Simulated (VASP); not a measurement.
# SnSe (I4/mmm) in VASP: notebook

Runs on SnSe. Level: PBE. Tasks: single point.

All numbers are computed with VASP 6.6.1; they aren't measurements. Logs are shortened: lines on timing, memory, paths and dates and some standing lists are left out, and cuts for length are marked.

### Step 1. The cell of the first run

Symmetry: I4/mmm, No. 139, tetragonal system. Conventional cell: a = 4.300 Å, b = 4.300 Å, c = 5.900 Å, α = 90.00°, β = 90.00°, γ = 90.00°. Within 3.9 Å of Sn (site symmetry 4/mmm) lie 6 Se at 2.95 to 3.04 Å. Se (site symmetry 4/mmm) has 6 Sn at 2.95 to 3.04 Å within 3.9 Å.

### Step 2. Single point, PBE (z stretched by -2 % at fixed volume)

Input file INCAR:

```
PREC = Accurate
ENCUT = 520
EDIFF = 1E-6
ISMEAR = -1
SIGMA = 0.02
LREAL = F
LASPH = T
NELM = 60
ALGO = Normal
ISIF = 2
LWAVE = F
LCHARG = F
GGA = PE
NBANDS = 17
```

Input file KPOINTS:

```
Automatic mesh
0
Gamma
  9 9 9
```

Input file POSCAR:

```
SnSe
1.0
    0.0000000000      3.0405591592      2.9498000000
    3.0405591592      0.0000000000      2.9498000000
    3.0405591592      3.0405591592      0.0000000000
Sn Se
1 1
Direct
    0.0000000000      0.0000000000      0.0000000000
    0.5000000000      0.5000000000      0.5000000000
```

Potentials or basis: VASP PAW PBE potentials, release 64 (Sn_d, Se).

Launch:

```console
> cat potpaw_PBE.64/Sn_d/POTCAR potpaw_PBE.64/Se/POTCAR > POTCAR
> mpirun -np 1 vasp_std > vasp.out
```

OUTCAR:

```text
PREC = Accurate
   ENCUT = 520
   EDIFF = 1E-6
   ISMEAR = -1
   LREAL = F
   LASPH = T
   NELM = 60
   ISIF = 2
   GGA = PE

 ion  position               nearest neighbor table
   1  0.000  0.000  0.000-   2 2.95   2 2.95   2 3.04   2 3.04   2 3.04   2 3.04
   2  0.500  0.500  0.500-   1 2.95   1 2.95   1 3.04   1 3.04   1 3.04   1 3.04

  LATTYP: Found a body centered tetragonal cell.
 ALAT       =     4.3000000001
 C/A-ratio  =     1.3720000000

  Lattice vectors:

 A1 = (   0.0000000000,  -3.0405591592,  -2.9498000000)
 A2 = (   0.0000000000,   3.0405591592,  -2.9498000000)
 A3 = (   3.0405591592,   0.0000000000,   2.9498000000)

Analysis of symmetry for initial positions (statically):
=====================================================================
 Subroutine PRICEL returns:
 Original cell was already a primitive cell.

 Routine SETGRP: Setting up the symmetry group for a
 body centered tetragonal supercell.

 Subroutine GETGRP returns: Found 16 space group operations
 (whereof 16 operations were pure point group operations)
 out of a pool of 16 trial point group operations.

The static configuration has the point symmetry D_4h.

Analysis of symmetry for dynamics (positions and initial velocities):
=====================================================================
 Subroutine PRICEL returns:
 Original cell was already a primitive cell.

 Routine SETGRP: Setting up the symmetry group for a
 body centered tetragonal supercell.

 Subroutine GETGRP returns: Found 16 space group operations
 (whereof 16 operations were pure point group operations)
 out of a pool of 16 trial point group operations.

The dynamic configuration has the point symmetry D_4h.

 Subroutine INISYM returns: Found 16 space group operations
 (whereof 16 operations are pure point group operations),
 and found     1 'primitive' translations

----------------------------------------------------------------------------------------

                                     Primitive cell

  volume of cell :      54.5418

  direct lattice vectors                    reciprocal lattice vectors
     0.000000000  3.040559159  2.949800000    -0.164443437  0.164443437  0.169503017
     3.040559159  0.000000000  2.949800000     0.164443437 -0.164443437  0.169503017
     3.040559159  3.040559159  0.000000000     0.164443437  0.164443437 -0.169503017

  length of vectors
     4.236309720  4.236309720  4.300000000     0.287775192  0.287775192  0.287775192

  position of ions in fractional coordinates (direct lattice)
     0.000000000  0.000000000  0.000000000
     0.500000000  0.500000000  0.500000000

  ion indices of the primitive-cell ions
   primitive index   ion index
                 1           1
                 2           2

----------------------------------------------------------------------------------------

 KPOINTS: Automatic mesh

Automatic generation of k-mesh.
 Grid dimensions read from file:
 generate k-points for:    9    9    9

 Generating k-lattice:

  Cartesian coordinates                     Fractional coordinates (reciprocal lattice)
    -0.018271493  0.018271493  0.018833669     0.111111111  0.000000000  0.000000000
     0.018271493 -0.018271493  0.018833669     0.000000000  0.111111111  0.000000000
     0.018271493  0.018271493 -0.018833669     0.000000000  0.000000000  0.111111111

  Length of vectors
     0.031975021  0.031975021  0.031975021

  Shift w.r.t. Gamma in fractional coordinates (k-lattice)
     0.000000000  0.000000000  0.000000000

 Subroutine IBZKPT returns following result:
 ===========================================

 Found     75 irreducible k-points:

 Following reciprocal coordinates:
            Coordinates               Weight
  0.000000  0.000000  0.000000      1.000000
  0.111111 -0.000000  0.000000      8.000000
  0.222222  0.000000  0.000000      8.000000
  0.333333  0.000000  0.000000      8.000000
  0.444444  0.000000  0.000000      8.000000
  0.111111  0.111111  0.000000      2.000000
[... 16 lines left out ...]
 -0.333333  0.333333  0.000000      4.000000
  0.444444  0.444444  0.000000      2.000000
 [... further k-points ...]
   k-points           NKPTS =     75   k-points in BZ     NKDIM =     75   number of bands    NBANDS=     17
   number of dos      NEDOS =    301   number of ions     NIONS =      2
   total plane-waves  NPLWV =  32768
   dimension x,y,z NGX =    32 NGY =   32 NGZ =   32
   dimension x,y,z NGXF=    64 NGYF=   64 NGZF=   64
   ions per type =               1   1
   NGX,Y,Z   is equivalent  to a cutoff of  12.56, 12.56, 12.37 a.u.
   NGXF,Y,Z  is equivalent  to a cutoff of  25.12, 25.12, 24.74 a.u.
 SYSTEM =  unknown system
   PREC   = accura    normal or accurate (medium, high low for compatibility)
   ISTART =      0    job   : 0-new  1-cont  2-samecut
   ICHARG =      2    charge: 1-file 2-atom 10-const
   ISPIN  =      1    spin polarized calculation?
   LNONCOLLINEAR =      F non collinear calculations
   LSORBIT =      F    spin-orbit coupling
   LASPH  =      T    aspherical Exc in radial PAW
   ENCUT  =  520.0 eV  38.22 Ry    6.18 a.u.   7.88  7.88  8.00*2*pi/ulx,y,z
   NELM   =     60;   NELMIN=  2; NELMDL= -5     # of ELM steps
   EDIFF  = 0.1E-05   stopping-criterion for ELM
   LREAL  =      F    real-space projection
   EDIFFG = 0.1E-04   stopping-criterion for IOM
   NSW    =      0    number of steps for IOM
   IBRION =     -1    ionic relax: 0-MD 1-quasi-New 2-CG
   NFREE  =      0    steps in history (QN), initial steepest desc. (CG)
   ISIF   =      2    stress and relaxation
   ISYM   =      2    0-nonsym 1-usesym 2-fastsym
   POTIM  = 0.5000    time-step for ionic-motion
   TEBEG  =    0.0;   TEEND  =   0.0 temperature during run
   PSTRESS=    0.0 pullay stress
   NELECT =      20.0000    total number of electrons
   NUPDOWN=      -1.0000    fix difference up-down
   EMIN   =  10.00;   EMAX   =-10.00  energy-range for DOS
   EFERMI =   0.00;   METHOD = LEGACY
   ISMEAR =    -1;   SIGMA  =   0.02  broadening in eV -4-tet -1-fermi 0-gaus
   EFERMI_NEDOS =   21; number of points for ismear=-14 and -15
   IALGO  =     38    algorithm
   IMIX   =      4    mixing-type and parameters
     AMIX     =   0.40;   BMIX     =  1.00
     AMIX_MAG =   1.60;   BMIX_MAG =  1.00
  volume/ion in A,a.u.               =      27.27       184.03
  Fermi-wavevector in a.u.,A,eV,Ry     =   1.171768  2.214321 18.681350  1.373040
  Thomas-Fermi vector in A             =   2.308207
   LORBIT       =      0    0 simple, 1 ext, 2 COOP (PROOUT), +10 PAW based schemes
   GGA     = PE    functional components
   LHFCALC =     F    Hartree Fock is set to
   AEXX    =    0.0000 exact exchange contribution
   IVDW    =     0    specifies the selected vdW correction
   LEPSILON=     F    determine dielectric tensor
   LRPA    =     F    only Hartree local field effects (RPA)
 non-spin polarized calculation
  energy-cutoff  :      520.00
  volume of cell :       54.54
 maximum number of plane-waves:      1483
   NGX = 15   NGY = 15   NGZ = 15

 number of electron      20.0000003 magnetization

 Free energy of the ion-electron system (eV)
  ---------------------------------------------------
  ext. energy  EPLUGINS =         0.00000000
  ---------------------------------------------------
  free energy    TOTEN  =        -8.20094229 eV

  energy without entropy =       -8.20094224  energy(sigma->0) =       -8.20094226

 E-fermi :   5.8550     XC(G=0):  -9.5962

 val. band max:        5.5897813415   @ k =  -0.3333   0.0000   0.1111
 cond. band min:       6.1102440876   @ k =  -0.3333   0.1111   0.0000
 fundamental gap:      0.5204627461
 Fermi energy:         5.8550379850

 k-point     1 :       0.0000    0.0000    0.0000
  band No.  band energies     occupation
      1     -16.0221      2.00000
      2     -16.0207      2.00000
      3     -16.0125      2.00000
      4     -16.0125      2.00000
      5     -16.0069      2.00000
      6      -8.2788      2.00000
[... 9 lines left out ...]
     16      11.6082      0.00000
     17      13.5279      0.00000

 k-point     2 :       0.1111   -0.0000    0.0000
  band No.  band energies     occupation
      1     -16.0215      2.00000
      2     -16.0211      2.00000
      3     -16.0119      2.00000
      4     -16.0112      2.00000
      5     -16.0075      2.00000
      6      -8.1921      2.00000
[... 9 lines left out ...]
     16      11.8237      0.00000
     17      14.3312      0.00000

 k-point     3 :       0.2222    0.0000    0.0000
  band No.  band energies     occupation
      1     -16.0227      2.00000
      2     -16.0205      2.00000
      3     -16.0115      2.00000
      4     -16.0076      2.00000
      5     -16.0072      2.00000
      6      -7.9524      2.00000
[... 9 lines left out ...]
     16      12.5527      0.00000
     17      16.1055      0.00000

 k-point     4 :       0.3333    0.0000    0.0000
  band No.  band energies     occupation
      1     -16.0249      2.00000
      2     -16.0202      2.00000
      3     -16.0126      2.00000
      4     -16.0045      2.00000
      5     -16.0031      2.00000
      6      -7.6328      2.00000
[... 9 lines left out ...]
     16      13.7381      0.00000
     17      17.3552      0.00000
[... 343 lines left out ...]
      1     -16.0312      2.00000
      2     -16.0238      2.00000
      3     -16.0163      2.00000
      4     -15.9978      2.00000
      5     -15.9961      2.00000
      6      -7.0551      2.00000
[... 9 lines left out ...]
     16      15.8546      0.00000
     17      17.7840      0.00000

 k-point    23 :      -0.3333    0.3333    0.0000
  band No.  band energies     occupation
      1     -16.0278      2.00000
      2     -16.0193      2.00000
      3     -16.0182      2.00000
      4     -16.0011      2.00000
      5     -15.9982      2.00000
      6      -7.1028      2.00000
[... 9 lines left out ...]
     16      14.5986      0.00000
     17      17.5820      0.00000

 k-point    24 :       0.4444    0.4444    0.0000
  band No.  band energies     occupation
      1     -16.0364      2.00000
      2     -16.0290      2.00000
      3     -16.0123      2.00000
      4     -15.9944      2.00000
      5     -15.9944      2.00000
      6      -7.0453      2.00000
[... 9 lines left out ...]
     16      17.1948      0.00000
     17      18.1159      0.00000

 [... further k-points ...]

------------------------ aborting loop because EDIFF is reached ----------------------------------------

  FORCE on cell =-STRESS in cart. coord.  units (eV):
  Direction    XX          YY          ZZ          XY          YZ          ZX
  --------------------------------------------------------------------------------------
  -------------------------------------------------------------------------------------
  Total       -0.0552030     -0.0552030      1.2800658      0.0000000      0.0000000      0.0000000
  in kB       -1.6215989     -1.6215989     37.6022120      0.0000000      0.0000000      0.0000000
  external PRESSURE =      11.4530047 kB  Pullay stress =       0.0000000 kB

 VOLUME and BASIS-vectors are now :
 -----------------------------------------------------------------------------
  energy-cutoff  :      520.00
  volume of cell :       54.54
      direct lattice vectors                 reciprocal lattice vectors
     0.000000000  3.040559159  2.949800000    -0.164443437  0.164443437  0.169503017
     3.040559159  0.000000000  2.949800000     0.164443437 -0.164443437  0.169503017
     3.040559159  3.040559159  0.000000000     0.164443437  0.164443437 -0.169503017

 POSITION                                       TOTAL-FORCE (eV/Angst)
 -----------------------------------------------------------------------------------
      0.00000      0.00000      0.00000         0.000000     -0.000000      0.000000
      3.04056      3.04056      2.94980        -0.000000      0.000000     -0.000000
 -----------------------------------------------------------------------------------
    total drift:                                0.000000     -0.000000     -0.000000

  FREE ENERGIE OF THE ION-ELECTRON SYSTEM (eV)
  ---------------------------------------------------
  free  energy   TOTEN  =        -8.2009422860 eV

  energy  without entropy=       -8.2009422424  energy(sigma->0) =       -8.20094226
```

It took 55 s on 1 thread of Intel Xeon Platinum 8488C (Sapphire Rapids), shared host; peak memory 0.21 GiB.

What came out:

- Free energy: -8.2009 eV
- Pressure: 1.1 GPa
- Band gap on the k mesh: 0.52 eV, indirect (least direct gap 0.56 eV)

Stress tensor (GPa, compression positive):
```
-0.16  0.00  0.00
 0.00 -0.16  0.00
 0.00  0.00  3.76
```

Caveat: spin-orbit coupling is left out, which moves the levels of the heavy elements. A k mesh can miss the band edges.

### Step 3. Single point, PBE (equal xx and yy strain of +3 %)

Input file INCAR:

```
PREC = Accurate ; ENCUT = 520
EDIFF = 1E-6 ; ISMEAR = -1
SIGMA = 0.02 ; LREAL = F
LASPH = T ; NELM = 100
ALGO = Normal ; ISIF = 2
LWAVE = F ; LCHARG = F
GGA = PE ; NBANDS = 17
```

Input file KPOINTS:

```
regular mesh
0
Gamma
  9 9 9
```

Input file POSCAR:

```
SnSe
1.0
    0.0000000000      3.1003000000      3.0100000000
    3.1003000000      0.0000000000      3.0100000000
    3.1003000000      3.1003000000      0.0000000000
Sn Se
1 1
Direct
    0.0000000000      0.0000000000      0.0000000000
    0.5000000000      0.5000000000      0.5000000000
```

Potentials or basis: VASP PAW PBE potentials, release 64 (Sn_d, Se).

Launch:

```console
> cat potpaw_PBE.64/Sn_d/POTCAR potpaw_PBE.64/Se/POTCAR > POTCAR
> mpirun -np 1 vasp_std > vasp.out
```

It took 42 s on 1 thread of AMD EPYC 9R45 (Zen 5), shared host; peak memory 0.2 GiB.

The run converged. Its results:

* Free energy: -8.1959 eV
* Pressure: -1.6 GPa
* Band gap on the k mesh: 0.66 eV, indirect (least direct gap 0.69 eV)

Stress tensor (GPa, compression positive):
```
-2.61  0.00  0.00
 0.00 -2.61  0.00
 0.00  0.00  0.30
```

Levels at points of the mesh, in eV from the valence-band top:
| k point | band 8 | band 9 | band 10 | band 11 | band 12 | band 13 |
| --- | --- | --- | --- | --- | --- | --- |
| (0.00, 0.00, 0.00) | -2.09 | -1.81 | -1.81 | 4.00 | 4.00 | 4.67 |

Caveat: the cell differs from its parent crystal (equal xx and yy strain of +3 %); spin-orbit coupling is left out, which moves the levels of the heavy elements. A k mesh can miss the band edges.
